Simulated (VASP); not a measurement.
# Mo4S9 (a cell with a defect) in VASP: single point with PBE

Aim: the single point of Mo4S9 (a cell with a defect) with PBE.

All numbers are computed with VASP 6.6.1; they aren't measurements. Logs are shortened: lines on timing, memory, paths and dates and some standing lists are left out, and cuts for length are marked.

**1. The cell of the first run**

The cell holds a defect, 39 atoms: a = 9.965 Å, b = 9.965 Å, c = 9.965 Å, α = 70.38°, β = 70.38°, γ = 70.38°.

**2. Single point, PBE**

INCAR reads:

```
PREC = Accurate
ENCUT = 520
EDIFF = 1E-7
ISMEAR = 0
SIGMA = 0.01
LREAL = Auto
LASPH = T
NELM = 100
ALGO = Normal
ISIF = 2
LWAVE = F
LCHARG = F
GGA = PE
NBANDS = 190
```

KPOINTS reads:

```
Automatic mesh
0
Gamma
  2 2 2
  0.5 0.5 0.5
```

POSCAR reads:

```
Mo4S9
1.0
   -6.3703533152     -1.8389626007      7.4383293001
    4.7777649864     -4.5974065017      7.4383293001
    1.5925883288      6.4363691023      7.4383293001
S Mo
27 12
Direct
    0.6921114904      0.2305730289      0.0767268750
    0.0952559272      0.6337174657      0.4798713118
    0.4031181777      0.4036693935      0.4025115546
    0.7876702385      0.8626136379      0.5605116248
    0.1758962402      0.3261317769      0.7087674840
    0.8652078550      0.5563577085      0.7877335623
    0.2518820488      0.0184022516      0.9407855913
    0.3241520994      0.7143577786      0.1722856231
    0.4799407131      0.0946317452      0.6364974334
    0.5561702067      0.7903435873      0.8645560977
    0.9393183481      0.2457859346      0.0146523715
    0.6300369868      0.4777798866      0.0919397807
    0.0178961700      0.9415797161      0.2498232397
    0.7073243961      0.1684985253      0.3239337327
    0.9555616785      0.4940232169      0.3401770631
    0.2631281840      0.2636968587      0.2625216044
    0.6467005817      0.7216488684      0.4195221684
    0.0349067838      0.1851621201      0.5678027145
    0.7252353202      0.4163677582      0.6477435686
    0.1107325609      0.8772542976      0.7996412295
    0.1831873299      0.5733683223      0.0313159663
    0.3387927592      0.9534873834      0.4953479455
    0.4150258449      0.6491940994      0.7234081438
    0.8057091528      0.1121803663      0.8810268181
    0.4964114335      0.3441706913      0.9583342124
    0.8779062197      0.8015897224      0.1098507048
    0.5737188278      0.0348729719      0.1903245375
    1.0053328052      0.9952499503      0.9987476657
    0.3783143140      0.4662781175      0.1547417821
    0.7701263974      0.9167758525      0.3124319637
    0.4567884118      0.1525938195      0.3899481899
    0.8455761601      0.6141996586      0.5395385364
    0.9278165791      0.3085879359      0.7629296986
    0.0757381201      0.6933846902      0.2301915447
    0.1549231518      0.3840376985      0.4603535048
    0.5372930137      0.8460576590      0.6159934548
    0.2313780702      0.0757545522      0.6922115051
    0.6141322811      0.5437943437      0.8414037965
    0.3075961205      0.7698396086      0.9219083984
```

Potentials or basis: VASP PAW PBE potentials, release 64 (S, Mo_sv).

Run with:

```sh
cat potpaw_PBE.64/S/POTCAR potpaw_PBE.64/Mo_sv/POTCAR > POTCAR
mpirun -np 1 vasp_std > vasp.out
```

OUTCAR:

```text
PREC = Accurate
   ENCUT = 520
   EDIFF = 1E-7
   ISMEAR = 0
   LREAL = Auto
   LASPH = T
   NELM = 100
   ISIF = 2
   GGA = PE

 ion  position               nearest neighbor table
   1  0.692  0.231  0.077-  14 2.37  12 2.37  11 2.37  24 2.38  25 2.38  27 2.38
   2  0.095  0.634  0.480-  32 2.42  34 2.42  35 2.42
   3  0.403  0.404  0.403-  35 2.40  29 2.41  31 2.41
   4  0.788  0.863  0.561-  30 2.40  32 2.41  36 2.42
   5  0.176  0.326  0.709-  33 2.40  35 2.41  37 2.42
   6  0.865  0.556  0.788-  32 2.40  33 2.41  38 2.41
   7  0.252  0.018  0.941-  28 2.40  39 2.41  37 2.41
[... 18 lines left out ...]
  26  0.878  0.802  0.110-  34 2.40  30 2.41  28 2.41
  27  0.574  0.035  0.190-   1 2.38  31 2.40  30 2.41
  28  0.005  0.995  0.999-  20 2.40   7 2.40  24 2.40  11 2.40  13 2.41  26 2.41  39 3.12  34 3.14
                            37 3.16  33 3.25  30 3.25
  29  0.378  0.466  0.155-  21 2.40   8 2.40  25 2.41  12 2.41   3 2.41  16 2.41  34 3.13  35 3.15
                            39 3.16  38 3.25  31 3.25
  30  0.770  0.917  0.312-  17 2.40   4 2.40  27 2.41  14 2.41  13 2.41  26 2.41  32 3.13  34 3.15
                            36 3.16  31 3.25  28 3.25
  31  0.457  0.153  0.390-  22 2.40   9 2.40  27 2.40  14 2.40   3 2.41  16 2.41  37 3.12  35 3.14
                            36 3.16  30 3.25  29 3.25
  32  0.846  0.614  0.540-  19 2.40   6 2.40  17 2.41   4 2.41   2 2.42  15 2.42  30 3.13  38 3.14
                            33 3.15  36 3.19  34 3.20  35 3.20
  33  0.928  0.309  0.763-  18 2.40   5 2.40  24 2.41  11 2.41   6 2.41  19 2.41  35 3.13  32 3.15
                            37 3.16  28 3.25  38 3.25
  34  0.076  0.693  0.230-  26 2.40  13 2.40  21 2.41   8 2.41   2 2.42  15 2.42  29 3.13  28 3.14
                            30 3.15  39 3.19  32 3.20  35 3.20
  35  0.155  0.384  0.460-  16 2.40   3 2.40  18 2.41   5 2.41   2 2.42  15 2.42  33 3.13  31 3.14
                            29 3.15  37 3.19  32 3.20  34 3.20
  36  0.537  0.846  0.616-  23 2.41  10 2.41  22 2.41   9 2.41   4 2.42  17 2.42  38 3.12  30 3.16
                            31 3.16  37 3.17  39 3.17  32 3.19
  37  0.231  0.076  0.692-  22 2.41   9 2.41  20 2.41   7 2.41   5 2.42  18 2.42  31 3.12  33 3.16
                            28 3.16  36 3.17  39 3.17  35 3.19
  38  0.614  0.544  0.841-  23 2.40  10 2.40  25 2.40  12 2.40   6 2.41  19 2.41  36 3.12  32 3.14
                            39 3.16  29 3.25  33 3.25
  39  0.308  0.770  0.922-  20 2.41   7 2.41  23 2.41  10 2.41   8 2.42  21 2.42  28 3.12  29 3.16
                            38 3.16  36 3.17  37 3.17  34 3.19

  LATTYP: Found a trigonal (rhomboedric) cell.
 ALAT       =     9.9645334855
 COS(alpha) =     0.3358495618

  Lattice vectors:

 A1 = (  -6.3703533152,  -1.8389626007,   7.4383293001)
 A2 = (   4.7777649864,  -4.5974065017,   7.4383293001)
 A3 = (   1.5925883288,   6.4363691023,   7.4383293001)

Analysis of symmetry for initial positions (statically):
=====================================================================
 Subroutine PRICEL returns:
 Original cell was already a primitive cell.

 Routine SETGRP: Setting up the symmetry group for a
 trigonal (rhombohedral) supercell.

 Subroutine GETGRP returns: Found  3 space group operations
 (whereof  1 operations were pure point group operations)
 out of a pool of 12 trial point group operations.

The static configuration has the point symmetry C_1 .
 The point group associated with its full space group is C_3 .

Analysis of symmetry for dynamics (positions and initial velocities):
=====================================================================
 Subroutine PRICEL returns:
 Original cell was already a primitive cell.

 Routine SETGRP: Setting up the symmetry group for a
 trigonal (rhombohedral) supercell.

 Subroutine GETGRP returns: Found  3 space group operations
 (whereof  1 operations were pure point group operations)
 out of a pool of 12 trial point group operations.

The dynamic configuration has the point symmetry C_1 .
 The point group associated with its full space group is C_3 .

 Subroutine INISYM returns: Found  3 space group operations
 (whereof  1 operations are pure point group operations),
 and found     1 'primitive' translations

----------------------------------------------------------------------------------------

                                     Primitive cell

  volume of cell :     849.6038

  direct lattice vectors                    reciprocal lattice vectors
    -6.370353315 -1.838962601  7.438329300    -0.096601332 -0.027886403  0.044812930
     4.777764986 -4.597406502  7.438329300     0.072450999 -0.069716006  0.044812930
     1.592588329  6.436369102  7.438329300     0.024150333  0.097602409  0.044812930

  length of vectors
     9.964533486  9.964533486  9.964533485     0.110080278  0.110080278  0.110080278

  position of ions in fractional coordinates (direct lattice)
     0.692111490  0.230573029  0.076726875
     0.095255927  0.633717466  0.479871312
     0.403118178  0.403669394  0.402511555
     0.787670238  0.862613638  0.560511625
     0.175896240  0.326131777  0.708767484
     0.865207855  0.556357709  0.787733562
[... 31 lines left out ...]
     0.614132281  0.543794344  0.841403797
     0.307596121  0.769839609  0.921908398

  ion indices of the primitive-cell ions
   primitive index   ion index
                 1           1
                 2           2
                 3           3
                 4           4
                 5           5
                 6           6
[... 31 lines left out ...]
                38          38
                39          39

----------------------------------------------------------------------------------------

 KPOINTS: Automatic mesh

Automatic generation of k-mesh.
 Grid dimensions read from file:
 generate k-points for:    2    2    2

 Generating k-lattice:

  Cartesian coordinates                     Fractional coordinates (reciprocal lattice)
    -0.048300666 -0.013943201  0.022406465     0.500000000  0.000000000  0.000000000
     0.036225499 -0.034858003  0.022406465     0.000000000  0.500000000 -0.000000000
     0.012075166  0.048801204  0.022406465     0.000000000  0.000000000  0.500000000

  Length of vectors
     0.055040139  0.055040139  0.055040139

  Shift w.r.t. Gamma in fractional coordinates (k-lattice)
     0.500000000  0.500000000  0.500000000

 Subroutine IBZKPT returns following result:
 ===========================================

 Found      2 irreducible k-points:

 Following reciprocal coordinates:
            Coordinates               Weight
  0.250000  0.250000  0.250000      2.000000
 -0.250000  0.250000  0.250000      6.000000
   k-points           NKPTS =      2   k-points in BZ     NKDIM =      2   number of bands    NBANDS=    190
   number of dos      NEDOS =    301   number of ions     NIONS =     39
   total plane-waves  NPLWV = 512000
   dimension x,y,z NGX =    80 NGY =   80 NGZ =   80
   dimension x,y,z NGXF=   160 NGYF=  160 NGZF=  160
   ions per type =              27  12
   NGX,Y,Z   is equivalent  to a cutoff of  13.35, 13.35, 13.35 a.u.
   NGXF,Y,Z  is equivalent  to a cutoff of  26.69, 26.69, 26.69 a.u.
 SYSTEM =  unknown system
   PREC   = accura    normal or accurate (medium, high low for compatibility)
   ISTART =      0    job   : 0-new  1-cont  2-samecut
   ICHARG =      2    charge: 1-file 2-atom 10-const
   ISPIN  =      1    spin polarized calculation?
   LNONCOLLINEAR =      F non collinear calculations
   LSORBIT =      F    spin-orbit coupling
   LASPH  =      T    aspherical Exc in radial PAW
   ENCUT  =  520.0 eV  38.22 Ry    6.18 a.u.  18.53 18.53 18.53*2*pi/ulx,y,z
   NELM   =    100;   NELMIN=  2; NELMDL= -5     # of ELM steps
   EDIFF  = 0.1E-06   stopping-criterion for ELM
   LREAL  =      T    real-space projection
   EDIFFG = 0.1E-05   stopping-criterion for IOM
   NSW    =      0    number of steps for IOM
   IBRION =     -1    ionic relax: 0-MD 1-quasi-New 2-CG
   NFREE  =      0    steps in history (QN), initial steepest desc. (CG)
   ISIF   =      2    stress and relaxation
   ISYM   =      2    0-nonsym 1-usesym 2-fastsym
   POTIM  = 0.5000    time-step for ionic-motion
   TEBEG  =    0.0;   TEEND  =   0.0 temperature during run
   PSTRESS=    0.0 pullay stress
   NELECT =     330.0000    total number of electrons
   NUPDOWN=      -1.0000    fix difference up-down
   EMIN   =  10.00;   EMAX   =-10.00  energy-range for DOS
   EFERMI =   0.00;   METHOD = LEGACY
   ISMEAR =     0;   SIGMA  =   0.01  broadening in eV -4-tet -1-fermi 0-gaus
   EFERMI_NEDOS =   21; number of points for ismear=-14 and -15
   IALGO  =     38    algorithm
   IMIX   =      4    mixing-type and parameters
     AMIX     =   0.40;   BMIX     =  1.00
     AMIX_MAG =   1.60;   BMIX_MAG =  1.00
  volume/ion in A,a.u.               =      21.78       147.01
  Fermi-wavevector in a.u.,A,eV,Ry     =   1.194467  2.257215 19.412118  1.426750
  Thomas-Fermi vector in A             =   2.330456
   LORBIT       =      0    0 simple, 1 ext, 2 COOP (PROOUT), +10 PAW based schemes
   GGA     = PE    functional components
   LHFCALC =     F    Hartree Fock is set to
   AEXX    =    0.0000 exact exchange contribution
   IVDW    =     0    specifies the selected vdW correction
   LEPSILON=     F    determine dielectric tensor
   LRPA    =     F    only Hartree local field effects (RPA)
 non-spin polarized calculation
 Gauss-broadening in eV      SIGMA  =   0.01
  energy-cutoff  :      520.00
  volume of cell :      849.60
 maximum number of plane-waves:     22888
 NGX is ok and might be reduce to    80
   NGX = 37   NGY = 37   NGZ = 37

 number of electron     330.0000003 magnetization

 Free energy of the ion-electron system (eV)
  ---------------------------------------------------
  ext. energy  EPLUGINS =         0.00000000
  ---------------------------------------------------
  free energy    TOTEN  =      -270.31948436 eV

  energy without entropy =     -270.31948436  energy(sigma->0) =     -270.31948436

 E-fermi :   4.9656     XC(G=0):  -9.3544

 val. band max:        4.7682980591   @ k =  -0.2500   0.2500   0.2500
 cond. band min:       5.2948286567   @ k =   0.2500   0.2500   0.2500
 fundamental gap:      0.5265305975
 Fermi energy:         4.9656218637

 k-point     1 :       0.2500    0.2500    0.2500
  band No.  band energies     occupation
      1     -56.3746      2.00000
      2     -56.3582      2.00000
      3     -56.3582      2.00000
      4     -56.3520      2.00000
      5     -56.3379      2.00000
      6     -56.3379      2.00000
[... 169 lines left out ...]
    176       6.7429      0.00000
    177       6.7472      0.00000

 k-point     2 :      -0.2500    0.2500    0.2500
  band No.  band energies     occupation
      1     -56.3738      2.00000
      2     -56.3609      2.00000
      3     -56.3582      2.00000
      4     -56.3497      2.00000
      5     -56.3383      2.00000
      6     -56.3379      2.00000
[... 169 lines left out ...]
    176       6.8030      0.00000
    177       6.8084      0.00000
 [bands above 177 left out]

------------------------ aborting loop because EDIFF is reached ----------------------------------------

  FORCE on cell =-STRESS in cart. coord.  units (eV):
  Direction    XX          YY          ZZ          XY          YZ          ZX
  --------------------------------------------------------------------------------------
  -------------------------------------------------------------------------------------
  Total        9.2538999      9.2538999     -1.0402115      0.0000002      0.0000000     -0.0000000
  in kB       17.4509449     17.4509449     -1.9616241      0.0000004      0.0000000     -0.0000000
  external PRESSURE =      10.9800886 kB  Pullay stress =       0.0000000 kB

 VOLUME and BASIS-vectors are now :
 -----------------------------------------------------------------------------
  energy-cutoff  :      520.00
  volume of cell :      849.60
      direct lattice vectors                 reciprocal lattice vectors
    -6.370353315 -1.838962601  7.438329300    -0.096601332 -0.027886403  0.044812930
     4.777764986 -4.597406502  7.438329300     0.072450999 -0.069716006  0.044812930
     1.592588329  6.436369102  7.438329300     0.024150333  0.097602409  0.044812930

 POSITION                                       TOTAL-FORCE (eV/Angst)
 -----------------------------------------------------------------------------------
     -3.18518     -1.83896      7.43395         0.000000     -0.000000      0.001271
      3.18518     -0.00000      8.99178        -0.000000      0.000000     -0.012939
      0.00167     -0.00644      8.99517         0.004305      0.001323     -0.012652
     -0.00371     -1.80662     16.44462         0.005881      0.000280     -0.007638
      1.56643      2.73906      9.00630        -0.003183      0.004953     -0.007638
     -1.59900      0.92126     16.43349        -0.001007     -0.004390     -0.012652
[... 31 lines left out ...]
      0.02589      1.78618     14.87168        -0.002756     -0.001296     -0.000702
      3.18684      1.82882     14.87178        -0.012654      0.006821     -0.000142
 -----------------------------------------------------------------------------------
    total drift:                               -0.000001     -0.000075      0.002589

  FREE ENERGIE OF THE ION-ELECTRON SYSTEM (eV)
  ---------------------------------------------------
  free  energy   TOTEN  =      -270.3194843595 eV

  energy  without entropy=     -270.3194843595  energy(sigma->0) =     -270.31948436
```

It took 19 min on 1 thread of Oxide Virtual Turin-like, shared host; peak memory 1 GiB.

What came out:

* Free energy: -270.3195 eV
* Pressure: 1.1 GPa
* Largest force: 0.019 eV/Å
* Band gap on the k mesh: 0.53 eV

Forces in eV/Å, atoms in the order of the input:
```
S    0.000  0.000  0.001
S    0.000  0.000 -0.013
S    0.004  0.001 -0.013
S    0.006  0.000 -0.008
S   -0.003  0.005 -0.008
S   -0.001 -0.004 -0.013
S    0.004 -0.002 -0.010
S   -0.003 -0.005 -0.008
S   -0.004 -0.003 -0.010
S    0.000  0.005 -0.010
S    0.005  0.004 -0.017
S   -0.006  0.003 -0.017
S   -0.003  0.003 -0.013
S    0.000 -0.007 -0.017
S    0.000  0.000  0.013
S    0.004  0.001  0.011
S    0.005  0.000  0.009
S   -0.003  0.005  0.009
S   -0.001 -0.004  0.011
S    0.002 -0.003  0.010
S   -0.003 -0.005  0.009
S   -0.004 -0.001  0.010
S    0.001  0.004  0.010
S    0.004  0.003  0.018
S   -0.004  0.002  0.018
S   -0.003  0.003  0.011
S    0.000 -0.005  0.018
Mo   0.000  0.003 -0.001
Mo  -0.002  0.009  0.000
Mo  -0.007 -0.006  0.000
Mo   0.003 -0.002 -0.001
Mo  -0.006  0.001  0.000
Mo   0.009 -0.003  0.000
Mo   0.004  0.005  0.000
Mo   0.002 -0.005  0.000
Mo   0.000 -0.014  0.000
Mo   0.012  0.008  0.000
Mo  -0.003 -0.001 -0.001
Mo  -0.013  0.007  0.000
```

Stress tensor (GPa, compression positive):
```
 1.75  0.00  0.00
 0.00  1.75  0.00
 0.00  0.00 -0.20
```

Levels at points of the mesh, in eV from the valence-band top:
```csv
k point,band 163,band 164,band 165,band 166,band 167,band 168
"(0.25, 0.25, 0.25)",-0.39,-0.05,-0.04,0.53,1.16,1.19
```
